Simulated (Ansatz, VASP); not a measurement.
# InP in VASP and in Ansatz

File INCAR:

```
SYSTEM = InP
PREC = Accurate
ENCUT = 600
EDIFF = 1E-6
ISMEAR = 0
SIGMA = 0.2
LREAL = .False.
LASPH = .True.
NELM = 60
ALGO = Normal
ISIF = 3
LWAVE = .False.
LCHARG = .False.
GGA = PE
IBRION = 2
NSW = 36
EDIFFG = -0.08
```

KPOINTS

```
regular mesh
0
Gamma
  3 3 3
  0 0 0
```

Contents of POSCAR:

```
InP
1.0
    5.5200428200      0.0000000000      0.0000000000
    0.0000000000      5.5200428200      0.0000000000
    0.0000000000      0.0000000000      5.3340609800
In P
3 3
Direct
    0.5000000000      0.0000000000      0.8091580400
    0.0000000000      0.5000000000      0.8091580400
    0.0000000000      0.0000000000      0.1399653500
    0.0000000000      0.0000000000      0.5715074600
    0.5000000000      0.0000000000      0.2698770200
    0.0000000000      0.5000000000      0.2698770200
```

Input for Ansatz:

```yaml
crystal:
  lattice:
    - [5.52004282, 0.0, 0.0]
    - [0.0, 5.52004282, 0.0]
    - [0.0, 0.0, 5.33406098]
  atoms:
    - { symbol: In, position: [0.5, 0.0, 0.80915804] }
    - { symbol: In, position: [0.0, 0.5, 0.80915804] }
    - { symbol: In, position: [0.0, 0.0, 0.13996535] }
    - { symbol: P, position: [0.0, 0.0, 0.57150746] }
    - { symbol: P, position: [0.5, 0.0, 0.26987702] }
    - { symbol: P, position: [0.0, 0.5, 0.26987702] }
basis:
  ecutwfc: 420
kpoints:
  mp_grid: { grid: [3, 3, 3] }
hamiltonian:
  xc: pbe
scf:
  occupations: { method: gaussian, width: 0.2 }
  lower_state_search: "off"
output:
  forces: true
  stress: true
  eigenvalues: true
relax:
  adjacent_minimum: "off"
  f_tol: 0.08
  max_steps: 16
  cell: { stress_tol: 0.8 }
```

Alike in both runs: task relaxation of cell and atoms; functional PBE; k mesh 3 × 3 × 3; occupations gaussian, width 0.2 eV; no spin polarisation.

|  | VASP | Ansatz |
| --- | --- | --- |
| version | VASP 6.6.1 | Ansatz 0.2.0 |
| potentials or method | VASP PAW PBE potentials, release 64 (In_d, P), cutoff 600 eV | scalar-relativistic, plane waves, PAW |
| valence electrons in the cell | 54 | 54 |

|  | VASP | Ansatz | Ansatz less VASP |
| --- | --- | --- | --- |
| gap on the k mesh at the Fermi level, each at its own relaxed structure (eV) | none | none | - |
| relaxed volume (Å³/atom) | 26.72 | 26.79 | +0.065 |
| relaxed cell length with the largest relative difference (Å) | 5.379 | 5.392 | +0.0127 |

A gap of «none» marks a metal or a gap that the smearing closes.

The k mesh is coarse, so the values compare programs but aren't converged.
